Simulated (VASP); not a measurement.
# Ge2Sb2Se (P-6m2) in VASP: a series of runs

The runs below take Ge2Sb2Se through single point, with PBE.

All numbers are computed with VASP 6.6.1; they aren't measurements. Logs are shortened: lines on timing, memory, paths and dates and some standing lists are left out, and cuts for length are marked.

**1. The cell of the first run**

It takes space group P-6m2 (No. 187, hexagonal). The conventional cell has a = 4.378 Å, b = 4.378 Å, c = 8.265 Å, α = 90.00°, β = 90.00°, γ = 120.00°. Within 4.2 Å of Ge (site symmetry -6m2) lie 6 Sb at 3.10 Å and 2 Se at 4.13 Å. Ge (site symmetry -6m2) has 3 Se at 2.53 Å within 3.3 Å. Sb (site symmetry 3m) has 6 Ge at 3.10 to 3.44 Å and 3 Se at 3.44 Å and 1 Sb at 3.61 Å within 4.1 Å. Within 3.3 Å of Se (site symmetry -6m2) lie 3 Ge at 2.53 Å.

The cell was built from a structure type or drawn by symmetry, and may not be a known phase.

**2. Single point, PBE**

Contents of INCAR:

```
SYSTEM = Ge2Sb2Se
PREC = Accurate
ENCUT = 520
EDIFF = 1E-7
ISMEAR = 0
SIGMA = 0.1
LREAL = .False.
LASPH = .True.
NELM = 80
ALGO = Normal
ISIF = 2
LWAVE = .False.
LCHARG = .True.
GGA = PE
LELF = .True.
LVHAR = .True.
NBANDS = 30
```

Contents of KPOINTS:

```
Automatic mesh
0
Gamma
  6 6 2
  0 0 0
```

Contents of POSCAR:

```
Ge2Sb2Se
1.0
    4.3781997600      0.0000000000      0.0000000000
   -2.1890998800      3.7916322200      0.0000000000
    0.0000000000      0.0000000000      8.2647736500
Ge Sb Se
2 2 1
Direct
    0.3333333300      0.6666666700      0.5000000000
    0.6666666700      0.3333333300      0.0000000000
    0.0000000000      0.0000000000      0.2818453200
    0.0000000000      0.0000000000      0.7181546800
    0.3333333300      0.6666666700      0.0000000000
```

Potentials or basis: VASP PAW PBE potentials, release 64 (Ge_d, Sb, Se).

Command:

```sh
$ cat potpaw_PBE.64/Ge_d/POTCAR potpaw_PBE.64/Sb/POTCAR potpaw_PBE.64/Se/POTCAR > POTCAR
$ mpirun -np 1 vasp_std > vasp.out
```

OUTCAR:

```text
SYSTEM = Ge2Sb2Se
   PREC = Accurate
   ENCUT = 520
   EDIFF = 1E-7
   ISMEAR = 0
   LREAL = .False.
   LASPH = .True.
   NELM = 80
   ISIF = 2
   GGA = PE

 ion  position               nearest neighbor table
   1  0.333  0.667  0.500-   3 3.10   4 3.10   3 3.10   4 3.10   3 3.10   4 3.10
   2  0.667  0.333  0.000-   5 2.53   5 2.53   5 2.53
   3  0.000  0.000  0.282-   1 3.10   1 3.10   1 3.10   4 3.61
   4  0.000  0.000  0.718-   1 3.10   1 3.10   1 3.10   3 3.61
   5  0.333  0.667  0.000-   2 2.53   2 2.53   2 2.53

  LATTYP: Found a hexagonal cell.
 ALAT       =     4.3781997600
 C/A-ratio  =     1.8877104982

  Lattice vectors:

 A1 = (   4.3781997600,   0.0000000000,   0.0000000000)
 A2 = (  -2.1890998800,   3.7916322200,   0.0000000000)
 A3 = (   0.0000000000,   0.0000000000,   8.2647736500)

Analysis of symmetry for initial positions (statically):
=====================================================================
 Subroutine PRICEL returns:
 Original cell was already a primitive cell.

 Routine SETGRP: Setting up the symmetry group for a
 hexagonal supercell.

 Subroutine GETGRP returns: Found 12 space group operations
 (whereof 12 operations were pure point group operations)
 out of a pool of 24 trial point group operations.

The static configuration has the point symmetry D_3h.

Analysis of symmetry for dynamics (positions and initial velocities):
=====================================================================
 Subroutine PRICEL returns:
 Original cell was already a primitive cell.

 Routine SETGRP: Setting up the symmetry group for a
 hexagonal supercell.

 Subroutine GETGRP returns: Found 12 space group operations
 (whereof 12 operations were pure point group operations)
 out of a pool of 24 trial point group operations.

The dynamic configuration has the point symmetry D_3h.

 Subroutine INISYM returns: Found 12 space group operations
 (whereof 12 operations are pure point group operations),
 and found     1 'primitive' translations

----------------------------------------------------------------------------------------

                                     Primitive cell

  volume of cell :     137.1996

  direct lattice vectors                    reciprocal lattice vectors
     4.378199760  0.000000000  0.000000000     0.228404380  0.131869330  0.000000000
    -2.189099880  3.791632220  0.000000000     0.000000000  0.263738660  0.000000000
     0.000000000  0.000000000  8.264773650     0.000000000  0.000000000  0.120995449

  length of vectors
     4.378199760  4.378199764  8.264773650     0.263738660  0.263738660  0.120995449

  position of ions in fractional coordinates (direct lattice)
     0.333333330  0.666666670  0.500000000
     0.666666670  0.333333330  0.000000000
     0.000000000  0.000000000  0.281845320
     0.000000000  0.000000000  0.718154680
     0.333333330  0.666666670  0.000000000

  ion indices of the primitive-cell ions
   primitive index   ion index
                 1           1
                 2           2
                 3           3
                 4           4
                 5           5

----------------------------------------------------------------------------------------

 KPOINTS: Automatic mesh

Automatic generation of k-mesh.
 Grid dimensions read from file:
 generate k-points for:    6    6    2

 Generating k-lattice:

  Cartesian coordinates                     Fractional coordinates (reciprocal lattice)
     0.038067397  0.021978222  0.000000000     0.166666667 -0.000000000  0.000000000
     0.000000000  0.043956443  0.000000000     0.000000000  0.166666667  0.000000000
     0.000000000  0.000000000  0.060497725     0.000000000  0.000000000  0.500000000

  Length of vectors
     0.043956443  0.043956443  0.060497725

  Shift w.r.t. Gamma in fractional coordinates (k-lattice)
     0.000000000  0.000000000  0.000000000

 Subroutine IBZKPT returns following result:
 ===========================================

 Found     14 irreducible k-points:

 Following reciprocal coordinates:
            Coordinates               Weight
  0.000000  0.000000  0.000000      1.000000
  0.166667  0.000000  0.000000      6.000000
  0.333333 -0.000000  0.000000      6.000000
  0.500000 -0.000000  0.000000      3.000000
  0.166667  0.166667  0.000000      6.000000
  0.333333  0.166667  0.000000     12.000000
  0.333333  0.333333  0.000000      2.000000
  0.000000  0.000000  0.500000      1.000000
  0.166667  0.000000  0.500000      6.000000
  0.333333 -0.000000  0.500000      6.000000
  0.500000 -0.000000  0.500000      3.000000
  0.166667  0.166667  0.500000      6.000000
  0.333333  0.166667  0.500000     12.000000
  0.333333  0.333333  0.500000      2.000000
   k-points           NKPTS =     14   k-points in BZ     NKDIM =     14   number of bands    NBANDS=     30
   number of dos      NEDOS =    301   number of ions     NIONS =      5
   total plane-waves  NPLWV =  82944
   dimension x,y,z NGX =    36 NGY =   36 NGZ =   64
   dimension x,y,z NGXF=    72 NGYF=   72 NGZF=  128
   ions per type =               2   2   1
   NGX,Y,Z   is equivalent  to a cutoff of  13.67, 13.67, 12.87 a.u.
   NGXF,Y,Z  is equivalent  to a cutoff of  27.34, 27.34, 25.75 a.u.
 SYSTEM =  Ge2Sb2Se
   PREC   = accura    normal or accurate (medium, high low for compatibility)
   ISTART =      0    job   : 0-new  1-cont  2-samecut
   ICHARG =      2    charge: 1-file 2-atom 10-const
   ISPIN  =      1    spin polarized calculation?
   LNONCOLLINEAR =      F non collinear calculations
   LSORBIT =      F    spin-orbit coupling
   LASPH  =      T    aspherical Exc in radial PAW
   ENCUT  =  520.0 eV  38.22 Ry    6.18 a.u.   8.14  8.14 15.37*2*pi/ulx,y,z
   NELM   =     80;   NELMIN=  2; NELMDL= -5     # of ELM steps
   EDIFF  = 0.1E-06   stopping-criterion for ELM
   LREAL  =      F    real-space projection
   EDIFFG = 0.1E-05   stopping-criterion for IOM
   NSW    =      0    number of steps for IOM
   IBRION =     -1    ionic relax: 0-MD 1-quasi-New 2-CG
   NFREE  =      0    steps in history (QN), initial steepest desc. (CG)
   ISIF   =      2    stress and relaxation
   ISYM   =      2    0-nonsym 1-usesym 2-fastsym
   POTIM  = 0.5000    time-step for ionic-motion
   TEBEG  =    0.0;   TEEND  =   0.0 temperature during run
   PSTRESS=    0.0 pullay stress
   NELECT =      44.0000    total number of electrons
   NUPDOWN=      -1.0000    fix difference up-down
   EMIN   =  10.00;   EMAX   =-10.00  energy-range for DOS
   EFERMI =   0.00;   METHOD = LEGACY
   ISMEAR =     0;   SIGMA  =   0.10  broadening in eV -4-tet -1-fermi 0-gaus
   EFERMI_NEDOS =   21; number of points for ismear=-14 and -15
   IALGO  =     38    algorithm
   IMIX   =      4    mixing-type and parameters
     AMIX     =   0.40;   BMIX     =  1.00
     AMIX_MAG =   1.60;   BMIX_MAG =  1.00
  volume/ion in A,a.u.               =      27.44       185.17
  Fermi-wavevector in a.u.,A,eV,Ry     =   1.120576  2.117582 17.084720  1.255691
  Thomas-Fermi vector in A             =   2.257224
   LORBIT       =      0    0 simple, 1 ext, 2 COOP (PROOUT), +10 PAW based schemes
   GGA     = PE    functional components
   LHFCALC =     F    Hartree Fock is set to
   AEXX    =    0.0000 exact exchange contribution
   IVDW    =     0    specifies the selected vdW correction
   LEPSILON=     F    determine dielectric tensor
   LRPA    =     F    only Hartree local field effects (RPA)
 non-spin polarized calculation
 Gauss-broadening in eV      SIGMA  =   0.10
  energy-cutoff  :      520.00
  volume of cell :      137.20
 maximum number of plane-waves:      3720
 NGX is ok and might be reduce to    36
   NGX = 17   NGY = 17   NGZ = 31

 number of electron      44.0000005 magnetization

 Free energy of the ion-electron system (eV)
  ---------------------------------------------------
  ext. energy  EPLUGINS =         0.00000000
  ---------------------------------------------------
  free energy    TOTEN  =       -18.88372305 eV

  energy without entropy =      -18.85946698  energy(sigma->0) =      -18.87159502

 E-fermi :   5.2172     XC(G=0):  -9.5802

 val. band max:        5.2125389842   @ k =   0.3333   0.1667   0.5000
 cond. band min:       5.2233743827   @ k =   0.5000  -0.0000   0.0000
 fundamental gap:      0.0108353985
 Fermi energy:         5.2172240638

 k-point     1 :       0.0000    0.0000    0.0000
  band No.  band energies     occupation
      1     -19.7970      2.00000
      2     -19.7970      2.00000
      3     -19.7845      2.00000
      4     -19.7726      2.00000
      5     -19.7726      2.00000
      6     -19.3599      2.00000
[... 22 lines left out ...]
     29       8.3267      0.00000
     30       8.9760      0.00000

 k-point     2 :       0.1667    0.0000    0.0000
  band No.  band energies     occupation
      1     -19.7979      2.00000
      2     -19.7960      2.00000
      3     -19.7832      2.00000
      4     -19.7729      2.00000
      5     -19.7727      2.00000
      6     -19.3599      2.00000
[... 22 lines left out ...]
     29       8.9673      0.00000
     30       9.0928      0.00000

 k-point     3 :       0.3333   -0.0000    0.0000
  band No.  band energies     occupation
      1     -19.7994      2.00000
      2     -19.7939      2.00000
      3     -19.7809      2.00000
      4     -19.7736      2.00000
      5     -19.7728      2.00000
      6     -19.3601      2.00000
[... 22 lines left out ...]
     29       9.7165      0.00000
     30       9.9204      0.00000

 k-point     4 :       0.5000   -0.0000    0.0000
  band No.  band energies     occupation
      1     -19.8000      2.00000
      2     -19.7928      2.00000
      3     -19.7798      2.00000
      4     -19.7739      2.00000
      5     -19.7728      2.00000
      6     -19.3602      2.00000
[... 286 lines left out ...]
     29       8.9546      0.00000
     30      10.0774      0.00000

 k-point    13 :       0.3333    0.1667    0.5000
  band No.  band energies     occupation
      1     -19.7995      2.00000
      2     -19.7932      2.00000
      3     -19.7800      2.00000
      4     -19.7737      2.00000
      5     -19.7730      2.00000
      6     -19.3599      2.00000
[... 22 lines left out ...]
     29       9.4227      0.00000
     30      11.3551      0.00000

 k-point    14 :       0.3333    0.3333    0.5000
  band No.  band energies     occupation
      1     -19.7993      2.00000
      2     -19.7931      2.00000
      3     -19.7797      2.00000
      4     -19.7736      2.00000
      5     -19.7733      2.00000
      6     -19.3594      2.00000
[... 22 lines left out ...]
     29      10.0498      0.00000
     30      11.9023      0.00000

------------------------ aborting loop because EDIFF is reached ----------------------------------------

  FORCE on cell =-STRESS in cart. coord.  units (eV):
  Direction    XX          YY          ZZ          XY          YZ          ZX
  --------------------------------------------------------------------------------------
  -------------------------------------------------------------------------------------
  Total       -0.4641199     -0.4641199     -3.7525835      0.0000000      0.0000000      0.0000000
  in kB       -5.4198595     -5.4198595    -43.8215975      0.0000000      0.0000000      0.0000000
  external PRESSURE =     -18.2204388 kB  Pullay stress =       0.0000000 kB

 VOLUME and BASIS-vectors are now :
 -----------------------------------------------------------------------------
  energy-cutoff  :      520.00
  volume of cell :      137.20
      direct lattice vectors                 reciprocal lattice vectors
     4.378199760  0.000000000  0.000000000     0.228404380  0.131869330  0.000000000
    -2.189099880  3.791632220  0.000000000     0.000000000  0.263738660  0.000000000
     0.000000000  0.000000000  8.264773650     0.000000000  0.000000000  0.120995449

 POSITION                                       TOTAL-FORCE (eV/Angst)
 -----------------------------------------------------------------------------------
     -0.00000      2.52775      4.13239         0.000000     -0.000000      0.000000
      2.18910      1.26388      0.00000        -0.000000     -0.000000      0.000000
      0.00000      0.00000      2.32939        -0.000000      0.000000      1.059749
      0.00000      0.00000      5.93539        -0.000000     -0.000000     -1.059749
     -0.00000      2.52775      0.00000        -0.000000     -0.000000      0.000000
 -----------------------------------------------------------------------------------
    total drift:                                0.000006     -0.000004     -0.000000

  FREE ENERGIE OF THE ION-ELECTRON SYSTEM (eV)
  ---------------------------------------------------
  free  energy   TOTEN  =       -18.8837230542 eV

  energy  without entropy=      -18.8594669821  energy(sigma->0) =      -18.87159502
```

Run time: 2.1 min. Hardware: 1 thread of Intel Xeon 8259CL, shared host; peak memory 0.3 GiB.

Results:

```
Free energy            : -18.8837 eV
Pressure               : -1.8 GPa
Largest force          : 1.060 eV/Å
Band gap on the k mesh : zero (bands 22 and 23 overlap by 0.58 eV)
```

Forces on the atoms (eV/Å):
```
Ge   0.000  0.000  0.000
Ge   0.000  0.000  0.000
Sb   0.000  0.000  1.060
Sb   0.000  0.000 -1.060
Se   0.000  0.000  0.000
```

Caveat: the k points lie up to 0.38 Å⁻¹ apart, too coarse for converged energies and pressures of a metal; spin-orbit coupling is left out, which moves the levels of the heavy elements; forces of over 1 eV/Å act on the atoms, so gaps and moduli don't describe the material at rest.

**3. Single point, PBE**

This run uses another cell than the first one, of 28.71 Å³/atom.

Contents of INCAR:

```
PREC = Accurate ; ENCUT = 520
EDIFF = 1E-7 ; ISMEAR = 0
SIGMA = 0.1 ; LREAL = F
LASPH = T ; NELM = 80
ALGO = Normal ; ISIF = 2
LWAVE = F ; LCHARG = T
GGA = PE ; LELF = T
LVHAR = T ; NBANDS = 30
```

Contents of KPOINTS:

```
Automatic mesh
0
Gamma
  6 6 2
```

Contents of POSCAR:

```
Ge2Sb2Se
1.0
    4.4165762896      0.0000000000      0.0000000000
   -2.2082881448      3.8248672645      0.0000000000
    0.0000000000      0.0000000000      8.4964859826
Ge Sb Se
2 2 1
Direct
    0.3333333333      0.6666666667      0.5000000000
    0.6666666667      0.3333333333      0.0000000000
    0.0000000000      0.0000000000      0.3251075112
    0.0000000000      0.0000000000      0.6748924888
    0.3333333333      0.6666666667      0.0000000000
```

Potentials or basis: VASP PAW PBE potentials, release 64 (Ge_d, Sb, Se).

Command:

```sh
$ cat potpaw_PBE.64/Ge_d/POTCAR potpaw_PBE.64/Sb/POTCAR potpaw_PBE.64/Se/POTCAR > POTCAR
$ mpirun -np 1 vasp_std > vasp.out
```

Run time: 2.3 min. Hardware: 1 thread of Intel Xeon 8259CL, shared host; peak memory 0.3 GiB.

Results (log left out):

* Free energy: -19.3354 eV
* Pressure: 0.0 GPa
* Largest force: 0.031 eV/Å
* Band gap on the k mesh: zero (bands 22 and 23 overlap by 0.74 eV)

Forces on the atoms (eV/Å):
```
Ge   0.000  0.000  0.000
Ge   0.000  0.000  0.000
Sb   0.000  0.000 -0.031
Sb   0.000  0.000  0.031
Se   0.000  0.000  0.000
```

Levels at points of the mesh, in eV from the Fermi level:
| k point | band 20 | band 21 | band 22 | band 23 | band 24 | band 25 |
| --- | --- | --- | --- | --- | --- | --- |
| (0.00, 0.00, 0.00) | -1.72 | -1.62 | 0.70 | 0.91 | 0.91 | 1.26 |
| (0.50, 0.00, 0.00) | -1.41 | -1.02 | -0.56 | 0.05 | 0.05 | 1.78 |
| (0.00, 0.00, 0.50) | -1.70 | -0.22 | 0.44 | 0.44 | 0.44 | 1.83 |
| (0.50, 0.00, 0.50) | -2.46 | -1.79 | -1.12 | 0.36 | 1.24 | 2.40 |

Caveat: the k points lie up to 0.37 Å⁻¹ apart, too coarse for converged energies and pressures of a metal; spin-orbit coupling is left out, which moves the levels of the heavy elements.
